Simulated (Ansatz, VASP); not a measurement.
# Ta3HN3 in VASP and in Ansatz

File INCAR:

```
PREC = Accurate ; ENCUT = 520
EDIFF = 1E-6 ; ISMEAR = 0
SIGMA = 0.1 ; LREAL = F
LASPH = T ; NELM = 150
ALGO = Normal ; ISIF = 2
LWAVE = F ; LCHARG = F
ISPIN = 2 ; MAGMOM = 0 0 0 0 0 0 1
LORBIT = 11 ; LMAXMIX = 4
LDIPOL = T ; IDIPOL = 3
DIPOL = 0.5 0.5 0.318 ; GGA = PE
NBANDS = 38
```

The input KPOINTS:

```
regular mesh
0
Gamma
  9 9 1
```

Contents of POSCAR:

```
Ta3HN3
1.0
    3.1228193035      0.0000000000      0.0000000000
    0.0000000000      3.1228193035      0.0000000000
    0.0000000000      0.0000000000     21.5908392430
Ta N H
3 3 1
Direct
    0.0000000000      0.0000000000      0.1852637572
    0.5000000000      0.5000000000      0.2890369107
    0.0000000000      0.0000000000      0.3832407719
    0.5000000000      0.5000000000      0.1852637572
    0.0000000000      0.0000000000      0.2843927699
    0.5000000000      0.5000000000      0.3978927890
    0.8750000000      0.8750000000      0.5021036524
```

Input for Ansatz:

```yaml
crystal:
  lattice:
    - [3.1228193035, 0.0, 0.0]
    - [0.0, 3.1228193035, 0.0]
    - [0.0, 0.0, 21.590839243]
  atoms:
    - { symbol: Ta, position: [0.0, 0.0, 0.1852637572] }
    - { symbol: "N", position: [0.5, 0.5, 0.1852637572] }
    - { symbol: Ta, position: [0.5, 0.5, 0.2890369107] }
    - { symbol: "N", position: [0.0, 0.0, 0.2843927699] }
    - { symbol: Ta, position: [0.0, 0.0, 0.3832407719] }
    - { symbol: "N", position: [0.5, 0.5, 0.397892789] }
    - { symbol: H, position: [0.875, 0.875, 0.5021036524], spin: 1.0 }
basis:
  ecutwfc: 420
kpoints:
  mp_grid: { grid: [9, 9, 1] }
hamiltonian:
  xc: pbe
  pseudopotentials: { kind: paw, azcp: { folder: soft_1 } }
scf:
  occupations: { method: gaussian, width: 0.1 }
output:
  forces: true
  eigenvalues: true
  populations: true
magnetization:
  spin_polarized: true
efield:
  axis: 3
  dipole_correction: true
  ramp_width: 0.04
```

Alike in both runs: task single point; functional PBE; k mesh 9 × 9 × 1; occupations gaussian, width 0.1 eV; collinear spin.

```csv
,VASP,Ansatz
version,VASP 6.6.1,Ansatz 0.2.0
potentials or method,"VASP PAW PBE potentials, release 64 (Ta_pv, N, H), cutoff 520 eV","scalar-relativistic, plane waves, PAW"
valence electrons in the cell,49,55
```

Ansatz gave:

| Item | Value |
| --- | --- |
| gap on the k mesh at the Fermi level (eV) | none |
| rms of the force components (eV/Å) | 0.966 |
| net moment per atom (μB) | 0.02 |
| size of the moment on the site where the two differ most (μB) | 0.36 |

Question: Estimate VASP's values.

Answer: gap on the k mesh at the Fermi level (eV): none; rms of the force components (eV/Å): 0.966; net moment per atom (μB): 0.02; size of the moment on the site where the two differ most (μB): 0.17.

Site moments also hang on the region over which each program counts them. A gap of «none» marks a metal or a gap that the smearing closes. VASP's potentials hold 49 valence electrons a cell and Ansatz's 55, so a difference there can come from the potentials and not from the codes.

Spin-orbit coupling is off throughout.
